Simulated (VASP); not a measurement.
## MoSe2: single point with r2SCAN

The system is MoSe2.

```xyz
6
Lattice="3.2393 0.0000 0.0000 -1.6196 2.8053 0.0000 0.0000 0.0000 12.8261" Properties=species:S:1:pos:R:3 pbc="T T T"
Mo    0.0000    1.8702    3.2065
Mo    1.6196    0.9351    9.6196
Se    1.6196    0.9351    4.8818
Se    1.6196    0.9351    1.5312
Se    0.0000    1.8702   11.2949
Se    0.0000    1.8702    7.9442
```

This cell differs from its parent crystal: strain -2.0%.

```yaml
Program: VASP 6.6.1
Task: single point
Functional: r2SCAN
Potentials_or_basis: VASP PAW PBE potentials, release 64 (Mo_sv, Se)
Cutoff: 550 eV
k_mesh: 12 × 12 × 2
Occupations: fermi-dirac, width 0.02 eV
Spin: non-collinear spin, zero start, spin-orbit coupling
Starting_moments: "[[0.0, 0.0, 0.0], [0.0, 0.0, 0.0], [0.0, 0.0, 0.0], [0.0, 0.0, 0.0], [0.0, 0.0, 0.0], [0.0, 0.0, 0.0]] μB"
Dipole_correction: no
Further_INCAR_settings: ALGO = Normal; EDIFF = 1e-06; NBANDS = 68
```

```json
{
  "Pressure": "6.0 GPa",
  "Largest force": "0.004 eV/Å",
  "Net moment": "0.00 μB per cell",
  "Valence electrons inside the program's atomic spheres": "Mo 12.42; Se 3.94"
}
```

Forces on the atoms (eV/Å):
```
Mo   0.000  0.000  0.000
Mo   0.000  0.000  0.000
Se   0.000  0.000  0.004
Se   0.000  0.000 -0.004
Se   0.000  0.000  0.004
Se   0.000  0.000 -0.004
```

Stress tensor (GPa, compression positive):
```
7.13 0.00 0.00
0.00 7.13 0.00
0.00 0.00 3.61
```

Moments on the atoms (μB; x, y, z):
```
Mo  0.00 0.00 0.00
Mo  0.00 0.00 0.00
Se  0.00 0.00 0.00
Se  0.00 0.00 0.00
Se  0.00 0.00 0.00
Se  0.00 0.00 0.00
```

Run time: 12 min on 4 MPI ranks on Intel(R) Xeon(R) 6975P-C (Granite Rapids), with other jobs on the host, peak memory 0.98 GiB a rank.

Caveat: the cell differs from its parent crystal (strain -2.0%); the cell stands under pressure; the PAW data sets were made with another functional, which shifts forces and pressure a little.
